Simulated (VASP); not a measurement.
# MnO2 (P1) in VASP: single point with PBE

Aim: the single point of MnO2 with PBE.

Everything below comes from runs of VASP 6.6.1. Logs are shortened: lines on timing, memory, paths and dates and some standing lists are left out, and cuts for length are marked.

## 1. The cell of the first run

The typed cell holds 6 atoms: a = 4.331 Å, b = 4.462 Å, c = 2.862 Å, α = 90.00°, β = 90.00°, γ = 90.00°.

## 2. Single point, PBE, collinear spin, ferromagnetic start (atoms moved at random)

INCAR reads:

```
SYSTEM = MnO2
ALGO = Fast
EDIFF = 1E-6
ENCUT = 520
GGA = PE
ISIF = 2
ISMEAR = -1
ISPIN = 2
LASPH = .True.
LCHARG = .True.
LELF = .True.
LMAXMIX = 4
LORBIT = 11
LREAL = .False.
LVHAR = .True.
LWAVE = .False.
MAGMOM = 4 4 0 0 0 0
NBANDS = 38
NELM = 150
PREC = Accurate
SIGMA = 0.05
```

KPOINTS reads:

```
k-points
0
Gamma
  6 6 9
  0 0 0
```

POSCAR reads:

```
MnO2
1.0
    4.3305759700      0.0000000000      0.0000000000
    0.0000000000      4.4623126700      0.0000000000
    0.0000000000      0.0000000000      2.8624768000
Mn O
2 4
Direct
    0.5123360000      0.4960860000      0.4978600000
   -0.0091340000     -0.0014600000     -0.0137460000
    0.2042570000      0.8134940000      0.5082610000
    0.2837590000      0.3180310000     -0.0017530000
    0.7103750000      0.6778940000      0.0042870000
    0.7779350000      0.1718540000      0.4818390000
```

Potentials or basis: VASP PAW PBE potentials, release 64 (Mn_pv, O).

Started as:

```sh
cat potpaw_PBE.64/Mn_pv/POTCAR potpaw_PBE.64/O/POTCAR > POTCAR
mpirun -np 1 vasp_std > vasp.out
```

OUTCAR:

```text
SYSTEM = MnO2
   EDIFF = 1E-6
   ENCUT = 520
   GGA = PE
   ISIF = 2
   ISMEAR = -1
   ISPIN = 2
   LASPH = .True.
   LORBIT = 11
   LREAL = .False.
   NELM = 150
   PREC = Accurate

 ion  position               nearest neighbor table
   1  0.512  0.496  0.498-   5 1.84   6 1.85   5 1.87   4 1.91   4 1.91   3 1.95
   2  0.991  0.999  0.986-   3 1.85   6 1.86   5 1.88   6 1.88   4 1.91   3 1.94
   3  0.204  0.813  0.508-   2 1.85   2 1.94   1 1.95
   4  0.284  0.318  0.998-   2 1.91   1 1.91   1 1.91
   5  0.710  0.678  0.004-   1 1.84   1 1.87   2 1.88
   6  0.778  0.172  0.482-   1 1.85   2 1.86   2 1.88

  LATTYP: Found a simple orthorhombic cell.
 ALAT       =     2.8624768000
 B/A-ratio  =     1.5128772293
 C/A-ratio  =     1.5588991568

  Lattice vectors:

 A1 = (   0.0000000000,   0.0000000000,   2.8624768000)
 A2 = (   4.3305759700,   0.0000000000,   0.0000000000)
 A3 = (   0.0000000000,   4.4623126700,   0.0000000000)

Analysis of symmetry for initial positions (statically):
=====================================================================
 Subroutine PRICEL returns:
 Original cell was already a primitive cell.

 Routine SETGRP: Setting up the symmetry group for a
 simple orthorhombic supercell.

 Subroutine GETGRP returns: Found  1 space group operations
 (whereof  1 operations were pure point group operations)
 out of a pool of  8 trial point group operations.

The static configuration has the point symmetry C_1 .

Analysis of symmetry for dynamics (positions and initial velocities):
=====================================================================
 Subroutine PRICEL returns:
 Original cell was already a primitive cell.

 Routine SETGRP: Setting up the symmetry group for a
 simple orthorhombic supercell.

 Subroutine GETGRP returns: Found  1 space group operations
 (whereof  1 operations were pure point group operations)
 out of a pool of  8 trial point group operations.

The dynamic configuration has the point symmetry C_1 .

Analysis of structural, dynamic, and magnetic symmetry:
=====================================================================
 Subroutine PRICEL returns:
 Original cell was already a primitive cell.

 Routine SETGRP: Setting up the symmetry group for a
 simple orthorhombic supercell.

 Subroutine GETGRP returns: Found  1 space group operations
 (whereof  1 operations were pure point group operations)
 out of a pool of  8 trial point group operations.

The overall configuration has the point symmetry C_1 .

 Subroutine INISYM returns: Found  1 space group operations
 (whereof  1 operations are pure point group operations),
 and found     1 'primitive' translations

----------------------------------------------------------------------------------------

                                     Primitive cell

  volume of cell :      55.3156

  direct lattice vectors                    reciprocal lattice vectors
     4.330575970  0.000000000  0.000000000     0.230916166  0.000000000  0.000000000
     0.000000000  4.462312670  0.000000000     0.000000000  0.224099043  0.000000000
     0.000000000  0.000000000  2.862476800     0.000000000  0.000000000  0.349347810

  length of vectors
     4.330575970  4.462312670  2.862476800     0.230916166  0.224099043  0.349347810

  position of ions in fractional coordinates (direct lattice)
     0.512336000  0.496086000  0.497860000
     0.990866000  0.998540000  0.986254000
     0.204257000  0.813494000  0.508261000
     0.283759000  0.318031000  0.998247000
     0.710375000  0.677894000  0.004287000
     0.777935000  0.171854000  0.481839000

  ion indices of the primitive-cell ions
   primitive index   ion index
                 1           1
                 2           2
                 3           3
                 4           4
                 5           5
                 6           6

----------------------------------------------------------------------------------------
[... 29 lines left out ...]
  0.333333  0.000000  0.000000      2.000000
  0.500000  0.000000  0.000000      1.000000
  0.000000  0.166667  0.000000      2.000000
  0.166667  0.166667  0.000000      2.000000
[... 16 lines left out ...]
 -0.166667  0.000000  0.111111      2.000000
  0.333333  0.000000  0.111111      2.000000
 [... further k-points ...]
   k-points           NKPTS =    164   k-points in BZ     NKDIM =    164   number of bands    NBANDS=     38
   number of dos      NEDOS =    301   number of ions     NIONS =      6
   total plane-waves  NPLWV =  27648
   dimension x,y,z NGX =    32 NGY =   36 NGZ =   24
   dimension x,y,z NGXF=    64 NGYF=   72 NGZF=   48
   ions per type =               2   4
   NGX,Y,Z   is equivalent  to a cutoff of  12.28, 13.41, 13.94 a.u.
   NGXF,Y,Z  is equivalent  to a cutoff of  24.57, 26.82, 27.88 a.u.
 SYSTEM =  MnO2
   PREC   = accura    normal or accurate (medium, high low for compatibility)
   ISTART =      0    job   : 0-new  1-cont  2-samecut
   ICHARG =      2    charge: 1-file 2-atom 10-const
   ISPIN  =      2    spin polarized calculation?
   LNONCOLLINEAR =      F non collinear calculations
   LSORBIT =      F    spin-orbit coupling
   LASPH  =      T    aspherical Exc in radial PAW
   ENCUT  =  520.0 eV  38.22 Ry    6.18 a.u.   8.05  8.30  5.32*2*pi/ulx,y,z
   NELM   =    150;   NELMIN=  2; NELMDL= -5     # of ELM steps
   EDIFF  = 0.1E-05   stopping-criterion for ELM
   LREAL  =      F    real-space projection
   EDIFFG = 0.1E-04   stopping-criterion for IOM
   NSW    =      0    number of steps for IOM
   IBRION =     -1    ionic relax: 0-MD 1-quasi-New 2-CG
   NFREE  =      0    steps in history (QN), initial steepest desc. (CG)
   ISIF   =      2    stress and relaxation
   ISYM   =      2    0-nonsym 1-usesym 2-fastsym
   POTIM  = 0.5000    time-step for ionic-motion
   TEBEG  =    0.0;   TEEND  =   0.0 temperature during run
   PSTRESS=    0.0 pullay stress
   NELECT =      50.0000    total number of electrons
   NUPDOWN=      -1.0000    fix difference up-down
   EMIN   =  10.00;   EMAX   =-10.00  energy-range for DOS
   EFERMI =   0.00;   METHOD = LEGACY
   ISMEAR =    -1;   SIGMA  =   0.05  broadening in eV -4-tet -1-fermi 0-gaus
   EFERMI_NEDOS =   21; number of points for ismear=-14 and -15
   IALGO  =     68    algorithm
   IMIX   =      4    mixing-type and parameters
     AMIX     =   0.40;   BMIX     =  1.00
     AMIX_MAG =   1.60;   BMIX_MAG =  1.00
  volume/ion in A,a.u.               =       9.22        62.21
  Fermi-wavevector in a.u.,A,eV,Ry     =   1.582884  2.991216 34.089672  2.505520
  Thomas-Fermi vector in A             =   2.682739
   LORBIT       =     11    0 simple, 1 ext, 2 COOP (PROOUT), +10 PAW based schemes
   GGA     = PE    functional components
   LHFCALC =     F    Hartree Fock is set to
   AEXX    =    0.0000 exact exchange contribution
   IVDW    =     0    specifies the selected vdW correction
   LEPSILON=     F    determine dielectric tensor
   LRPA    =     F    only Hartree local field effects (RPA)
 spin polarized calculation
 RMM-DIIS sequential band-by-band and
  energy-cutoff  :      520.00
  volume of cell :       55.32
 maximum number of plane-waves:      1512
   NGX = 17   NGY = 17   NGZ = 11

 number of electron      49.9999997 magnetization       5.9930302

 Free energy of the ion-electron system (eV)
  ---------------------------------------------------
  ext. energy  EPLUGINS =         0.00000000
  ---------------------------------------------------
  free energy    TOTEN  =       -47.58351662 eV

  energy without entropy =      -47.58123224  energy(sigma->0) =      -47.58237443

 E-fermi :   5.5629     XC(G=0): -12.0525

 val. band max:        5.4627113001   @ k =   0.5000   0.5000   0.0000
 cond. band min:       5.5763186592   @ k =   0.0000   0.0000   0.0000
 fundamental gap:      0.1136073591
 Fermi energy:         5.5629176136

 spin component 1

 k-point     1 :       0.0000    0.0000    0.0000
  band No.  band energies     occupation
      1     -45.2918      1.00000
      2     -45.2683      1.00000
      3     -45.2300      1.00000
      4     -45.2040      1.00000
      5     -45.1481      1.00000
      6     -45.1234      1.00000
[... 949 lines left out ...]
     36      18.7005      0.00000
     37      20.9097      0.00000

 [... further k-points ...]

 spin component 2

 k-point     1 :       0.0000    0.0000    0.0000
  band No.  band energies     occupation
      1     -42.3045      1.00000
      2     -42.2862      1.00000
      3     -42.2542      1.00000
      4     -42.2240      1.00000
      5     -42.1568      1.00000
      6     -42.1344      1.00000
[... 949 lines left out ...]
     36      19.3898      0.00000
     37      21.4028      0.00000

 [... further k-points ...]

 [bands above 37 left out]

------------------------ aborting loop because EDIFF is reached ----------------------------------------

  FORCE on cell =-STRESS in cart. coord.  units (eV):
  Direction    XX          YY          ZZ          XY          YZ          ZX
  --------------------------------------------------------------------------------------
  -------------------------------------------------------------------------------------
  Total        2.5768277      2.9181761      2.4991037     -0.1380823      0.2997743     -0.7832748
  in kB       74.6359947     84.5229119     72.3847751     -3.9994575      8.6827514    -22.6870011
  external PRESSURE =      77.1812273 kB  Pullay stress =       0.0000000 kB

 VOLUME and BASIS-vectors are now :
 -----------------------------------------------------------------------------
  energy-cutoff  :      520.00
  volume of cell :       55.32
      direct lattice vectors                 reciprocal lattice vectors
     4.330575970  0.000000000  0.000000000     0.230916166  0.000000000  0.000000000
     0.000000000  4.462312670  0.000000000     0.000000000  0.224099043  0.000000000
     0.000000000  0.000000000  2.862476800     0.000000000  0.000000000  0.349347810

 POSITION                                       TOTAL-FORCE (eV/Angst)
 -----------------------------------------------------------------------------------
      2.21871      2.21369      1.42511        -1.721599     -0.136704      0.254511
      4.29102      4.45580      2.82313         1.301576     -0.108336      0.350612
      0.88455      3.63006      1.45489         0.050753      0.149727     -0.615327
      1.22884      1.41915      2.85746         0.227847      0.189572     -0.092651
      3.07633      3.02497      0.01227         0.121839     -0.081813     -0.409810
      3.36891      0.76687      1.37925         0.019584     -0.012447      0.512665
 -----------------------------------------------------------------------------------
    total drift:                                0.001490      0.001322     -0.000361

  FREE ENERGIE OF THE ION-ELECTRON SYSTEM (eV)
  ---------------------------------------------------
  free  energy   TOTEN  =       -47.5835166208 eV

  energy  without entropy=      -47.5812322396  energy(sigma->0) =      -47.58237443

 total charge

# of ion       s       p       d       tot
------------------------------------------
    1        0.355   6.467   4.904  11.726
    2        0.355   6.471   4.908  11.734
    3        1.570   3.446   0.000   5.016
    4        1.569   3.444   0.000   5.014
    5        1.571   3.483   0.000   5.054
    6        1.571   3.482   0.000   5.054
--------------------------------------------------
tot          6.992  26.794   9.812  43.598

 magnetization (x)

# of ion       s       p       d       tot
------------------------------------------
    1        0.018   0.030   2.658   2.706
    2        0.018   0.030   2.652   2.700
    3        0.002   0.100   0.000   0.102
    4        0.002   0.088   0.000   0.089
    5        0.001   0.095   0.000   0.096
    6        0.002   0.083   0.000   0.084
--------------------------------------------------
tot          0.042   0.424   5.310   5.777
```

Run time: 20 min. Hardware: 1 thread of Oxide Virtual Turin-like, shared host; peak memory 0.5 GiB.

Results:

```yaml
Free_energy: -47.5835 eV
Pressure: 7.7 GPa
Largest_force: 1.746 eV/Å
Net_moment: 5.99 μB per cell
Site_moments: Mn +2.71, +2.70; O +0.10, +0.09, +0.08 (each value once) μB
Valence_electrons_inside_the_program's_atomic_spheres: Mn 11.73; O 5.02, 5.01, 5.05 (each value once)
```

Forces in eV/Å, atoms in the order of the input:
```
Mn  -1.722 -0.137  0.255
Mn   1.302 -0.108  0.351
O    0.051  0.150 -0.615
O    0.228  0.190 -0.093
O    0.122 -0.082 -0.410
O    0.020 -0.012  0.513
```

Stress tensor (GPa, compression positive):
```
 7.46 -0.40 -2.27
-0.40  8.45  0.87
-2.27  0.87  7.24
```

Caveat: the cell differs from its parent crystal (atoms moved at random); the cell stands under pressure; semilocal functionals often make such compounds metallic where correlation or magnetic order opens a gap, which also shifts bond lengths; only a ferromagnetic start was run, and an antiferromagnetic order may lie lower in energy; forces of over 1 eV/Å act on the atoms, so gaps and moduli don't describe the material at rest.
